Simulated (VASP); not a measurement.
Runs of VASP 6.6.1 on I. The structure is that of space group I4/mmm (No. 139), or close to it. The cells are those of the table. 

```csv
level,spin,cell,k mesh,smearing,grid for exact exchange (PRECFOCK),gap on the mesh (eV),pressure (GPa)
PBEsol,off,"a = 4.811, b = 4.879, c = 4.793 Å, angles 140.9, 140.6, 57.1°, 1 atom",6 × 6 × 8,gaussian 0.1 eV,-,none,-1.5
PBE exchange alone,off,"a = 4.840 Å, angles 140.9, 140.9, 56.4°, 1 atom",11 × 11 × 11,gaussian 0.1 eV,-,none,5.1
r2SCAN0,off,"a = 4.840 Å, angles 140.9, 140.9, 56.4°, 1 atom",7 × 7 × 7,methfessel-paxton 0.1 eV,Normal,none,-1.4
r2SCAN,off,"a = 4.840 Å, angles 140.9, 140.9, 56.4°, 1 atom",10 × 10 × 10,methfessel-paxton 0.1 eV,-,none,-0.4
r2SCAN,off,"a = 4.840 Å, angles 140.9, 140.9, 56.4°, 1 atom",16 × 16 × 16,methfessel-paxton 0.1 eV,-,none,(a)
r2SCAN,off,"a = 4.840 Å, angles 140.9, 140.9, 56.4°, 1 atom",19 × 19 × 19,methfessel-paxton 0.1 eV,-,none,-0.4
revPBE,"non-collinear, zero start, SOC","a = 4.840 Å, angles 140.9, 140.9, 56.4°, 1 atom",11 × 11 × 11,methfessel-paxton 0.1 eV,-,-,1.3
r2SCAN,off,"a = 4.840 Å, angles 140.9, 140.9, 56.4°, 1 atom",13 × 13 × 13,methfessel-paxton 0.1 eV,-,none,(b)
```

Alike in all rows: task single point; potentials or basis VASP PAW PBE potentials, release 64 (I); cutoff (eV) 520.

Problem. Estimate the missing entries.

Solution. (a) -0.5; (b) -0.3.

Caveats: some runs use coarse meshes; the PAW data sets were made with another functional, which shifts forces and pressure a little (some runs); spin-orbit coupling is left out, which moves the levels of the heavy elements (some runs); an odd number of electrons without spin polarisation forces a metal (some runs); a magnetic or distorted state may lie lower (some runs).

A k mesh can miss the band edges, and rows without SOC leave out spin-orbit coupling on I.

A gap of «none» marks levels without a gap at the run's occupations.
